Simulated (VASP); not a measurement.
# Ge (R-3m) in VASP: single point with PBEsol

Aim: the single point of Ge with PBEsol.

All numbers are computed with VASP 6.6.1; they aren't measurements. Logs are shortened: lines on timing, memory, paths and dates and some standing lists are left out, and cuts for length are marked.

### 1 The cell of the first run

The structure is trigonal, space group R-3m (No. 166). Conventional cell: a = 2.970 Å, b = 2.970 Å, c = 21.723 Å, α = 90.00°, β = 90.00°, γ = 120.00°. Within 3.9 Å of Ge (site symmetry -3m) lie 12 Ge at 2.94 to 2.97 Å. Within 3.9 Å of Ge (site symmetry 3m) lie 12 Ge at 2.94 to 2.99 Å.

### 2 Single point, PBEsol

File INCAR:

```
PREC = Accurate
ENCUT = 520
EDIFF = 1E-7
ISMEAR = 0
SIGMA = 0.1
LREAL = False
LASPH = True
NELM = 80
ALGO = Normal
ISIF = 2
LWAVE = False
LCHARG = True
GGA = PS
LELF = True
LVHAR = True
NBANDS = 28
```

File KPOINTS:

```
Automatic mesh
0
Gamma
  18 18 18
```

File POSCAR:

```
Ge
1.0
    1.4851497413      0.8574516029      7.2409821803
   -1.4851497413      0.8574516029      7.2409821803
    0.0000000000     -1.7149032059      7.2409821803
Ge
3
Direct
    0.0000000000      0.0000000000      0.0000000000
    0.2231656783      0.2231656783      0.2231656783
    0.7768343217      0.7768343217      0.7768343217
```

Potentials or basis: VASP PAW PBE potentials, release 64 (Ge_d).

Run with:

```sh
$ cat potpaw_PBE.64/Ge_d/POTCAR > POTCAR
$ mpirun -np 1 vasp_std > vasp.out
```

OUTCAR:

```text
PREC = Accurate
   ENCUT = 520
   EDIFF = 1E-7
   ISMEAR = 0
   LREAL = False
   LASPH = True
   NELM = 80
   ISIF = 2
   GGA = PS

 ion  position               nearest neighbor table
   1  0.000  0.000  0.000-
   2  0.223  0.223  0.223-
   3  0.777  0.777  0.777-

  LATTYP: Found a trigonal (rhomboedric) cell.
 ALAT       =     7.4412845625
 COS(alpha) =     0.9203336980

  Lattice vectors:

 A1 = (   1.4851497413,   0.8574516029,   7.2409821803)
 A2 = (  -1.4851497413,   0.8574516029,   7.2409821803)
 A3 = (   0.0000000000,  -1.7149032059,   7.2409821803)

Analysis of symmetry for initial positions (statically):
=====================================================================
 Subroutine PRICEL returns:
 Original cell was already a primitive cell.

 Routine SETGRP: Setting up the symmetry group for a
 trigonal (rhombohedral) supercell.

 Subroutine GETGRP returns: Found 12 space group operations
 (whereof 12 operations were pure point group operations)
 out of a pool of 12 trial point group operations.

The static configuration has the point symmetry D_3d.

Analysis of symmetry for dynamics (positions and initial velocities):
=====================================================================
 Subroutine PRICEL returns:
 Original cell was already a primitive cell.

 Routine SETGRP: Setting up the symmetry group for a
 trigonal (rhombohedral) supercell.

 Subroutine GETGRP returns: Found 12 space group operations
 (whereof 12 operations were pure point group operations)
 out of a pool of 12 trial point group operations.

The dynamic configuration has the point symmetry D_3d.

 Subroutine INISYM returns: Found 12 space group operations
 (whereof 12 operations are pure point group operations),
 and found     1 'primitive' translations

----------------------------------------------------------------------------------------

                                     Primitive cell

  volume of cell :      55.3259

  direct lattice vectors                    reciprocal lattice vectors
     1.485149741  0.857451603  7.240982180     0.336666389  0.194374430  0.046034271
    -1.485149741  0.857451603  7.240982180    -0.336666389  0.194374430  0.046034271
     0.000000000 -1.714903206  7.240982180     0.000000000 -0.388748860  0.046034271

  length of vectors
     7.441284563  7.441284563  7.441284563     0.391464980  0.391464980  0.391464980

  position of ions in fractional coordinates (direct lattice)
     0.000000000  0.000000000  0.000000000
[... 79 lines left out ...]
   NELM   =     80;   NELMIN=  2; NELMDL= -5     # of ELM steps
   EDIFF  = 0.1E-06   stopping-criterion for ELM
   LREAL  =      F    real-space projection
   EDIFFG = 0.1E-05   stopping-criterion for IOM
   NSW    =      0    number of steps for IOM
   IBRION =     -1    ionic relax: 0-MD 1-quasi-New 2-CG
   NFREE  =      0    steps in history (QN), initial steepest desc. (CG)
   ISIF   =      2    stress and relaxation
   ISYM   =      2    0-nonsym 1-usesym 2-fastsym
   POTIM  = 0.5000    time-step for ionic-motion
   TEBEG  =    0.0;   TEEND  =   0.0 temperature during run
   PSTRESS=    0.0 pullay stress
   NELECT =      42.0000    total number of electrons
   NUPDOWN=      -1.0000    fix difference up-down
   EMIN   =  10.00;   EMAX   =-10.00  energy-range for DOS
   EFERMI =   0.00;   METHOD = LEGACY
   ISMEAR =     0;   SIGMA  =   0.10  broadening in eV -4-tet -1-fermi 0-gaus
   EFERMI_NEDOS =   21; number of points for ismear=-14 and -15
   IALGO  =     38    algorithm
   IMIX   =      4    mixing-type and parameters
     AMIX     =   0.40;   BMIX     =  1.00
     AMIX_MAG =   1.60;   BMIX_MAG =  1.00
  volume/ion in A,a.u.               =      18.44       124.45
  Fermi-wavevector in a.u.,A,eV,Ry     =   1.493419  2.822153 30.345086  2.230301
  Thomas-Fermi vector in A             =   2.605822
   LORBIT       =      0    0 simple, 1 ext, 2 COOP (PROOUT), +10 PAW based schemes
   GGA     = PS    functional components
   LHFCALC =     F    Hartree Fock is set to
   AEXX    =    0.0000 exact exchange contribution
   IVDW    =     0    specifies the selected vdW correction
   LEPSILON=     F    determine dielectric tensor
   LRPA    =     F    only Hartree local field effects (RPA)
 non-spin polarized calculation
 Gauss-broadening in eV      SIGMA  =   0.10
  energy-cutoff  :      520.00
  volume of cell :       55.33
 maximum number of plane-waves:      1527
   NGX = 27   NGY = 27   NGZ = 27

 number of electron      42.0000022 magnetization

 Free energy of the ion-electron system (eV)
  ---------------------------------------------------
  ext. energy  EPLUGINS =         0.00000000
  ---------------------------------------------------
  free energy    TOTEN  =       -13.97001933 eV

  energy without entropy =      -13.96287121  energy(sigma->0) =      -13.96644527

 E-fermi :   6.9483     XC(G=0): -11.5521

 val. band max:        6.9453833529   @ k =  -0.2778   0.5000   0.0556
 cond. band min:       6.9518913714   @ k =  -0.2778   0.4444   0.0556
 fundamental gap:      0.0065080185
 Fermi energy:         6.9482931979

 k-point     1 :       0.0000    0.0000    0.0000
  band No.  band energies     occupation
      1     -17.7551      2.00000
      2     -17.7519      2.00000
      3     -17.7515      2.00000
      4     -17.7515      2.00000
      5     -17.7503      2.00000
      6     -17.7410      2.00000
[... 733 lines left out ...]
     27      14.6439      0.00000
     28      16.3705      0.00000

 [... further k-points ...]

------------------------ aborting loop because EDIFF is reached ----------------------------------------

  FORCE on cell =-STRESS in cart. coord.  units (eV):
  Direction    XX          YY          ZZ          XY          YZ          ZX
  --------------------------------------------------------------------------------------
  -------------------------------------------------------------------------------------
  Total        0.2278481      0.2278481      0.2469433      0.0000000     -0.0000000      0.0000000
  in kB        6.5982300      6.5982300      7.1512053      0.0000000     -0.0000000      0.0000000
  external PRESSURE =       6.7825551 kB  Pullay stress =       0.0000000 kB

 VOLUME and BASIS-vectors are now :
 -----------------------------------------------------------------------------
  energy-cutoff  :      520.00
  volume of cell :       55.33
      direct lattice vectors                 reciprocal lattice vectors
     1.485149741  0.857451603  7.240982180     0.336666389  0.194374430  0.046034271
    -1.485149741  0.857451603  7.240982180    -0.336666389  0.194374430  0.046034271
     0.000000000 -1.714903206  7.240982180     0.000000000 -0.388748860  0.046034271

 POSITION                                       TOTAL-FORCE (eV/Angst)
 -----------------------------------------------------------------------------------
      0.00000      0.00000      0.00000         0.000000     -0.000000      0.000000
      0.00000     -0.00000      4.84782         0.000000      0.000000     -0.001165
      0.00000     -0.00000     16.87513         0.000000     -0.000000      0.001165
 -----------------------------------------------------------------------------------
    total drift:                               -0.000000     -0.000000      0.000000

  FREE ENERGIE OF THE ION-ELECTRON SYSTEM (eV)
  ---------------------------------------------------
  free  energy   TOTEN  =       -13.9700193319 eV

  energy  without entropy=      -13.9628712142  energy(sigma->0) =      -13.96644527
```

OSZICAR:

```text
N       E                     dE             d eps       ncg     rms          rms(c)
DAV:   1     0.296364317148E+03    0.29636E+03   -0.21160E+04 37584   0.432E+03
DAV:   2     0.327295820897E+02   -0.26363E+03   -0.25765E+03 32520   0.671E+02
DAV:   3    -0.121488894835E+02   -0.44878E+02   -0.44169E+02 36224   0.173E+02
[... 19 lines left out ...]
DAV:  23    -0.139700195533E+02    0.59271E-06   -0.22593E-07 24624   0.369E-02    0.463E-03
DAV:  24    -0.139700189126E+02    0.64068E-06   -0.75802E-07 36504   0.588E-02    0.375E-03
DAV:  25    -0.139700189850E+02   -0.72351E-07   -0.10674E-06 30384   0.229E-02    0.347E-03
DAV:  26    -0.139700193390E+02   -0.35403E-06   -0.89284E-07 35992   0.163E-02    0.409E-03
DAV:  27    -0.139700193319E+02    0.70922E-08   -0.79191E-08 18460   0.460E-03
   1 F= -.13970019E+02 E0= -.13966445E+02  d E =-.714812E-02
```

Wall time 1.7 h (1 thread of Intel Xeon Platinum 8559C (Emerald Rapids), shared host); peak memory 0.91 GiB.

What came out:

* Free energy: -13.9700 eV
* Pressure: 0.7 GPa
* Band gap on the k mesh: zero (bands 21 and 22 overlap by 9.85 eV)

Levels at points of the mesh, in eV from the Fermi level:
```tsv
k point	band 17	band 18	band 19	band 20	band 21	band 22	band 23	band 24	band 25	band 26
(0.00, 0.00, 0.00)	-10.66	-10.52	-1.71	-1.60	7.32	7.32	7.33	7.33	8.91	8.91
(0.50, 0.00, 0.00)	-7.34	-6.45	-5.13	-3.58	-3.42	1.52	2.37	3.24	3.37	4.57
(0.50, 0.50, 0.00)	-7.75	-6.62	-5.43	-2.98	-2.64	0.19	1.60	2.59	5.21	5.34
(0.50, 0.50, 0.50)	-12.64	-7.92	-5.71	4.37	4.53	6.86	6.86	8.24	8.24	8.46
```

Caveat: the PAW data sets were made with another functional, which shifts forces and pressure a little.
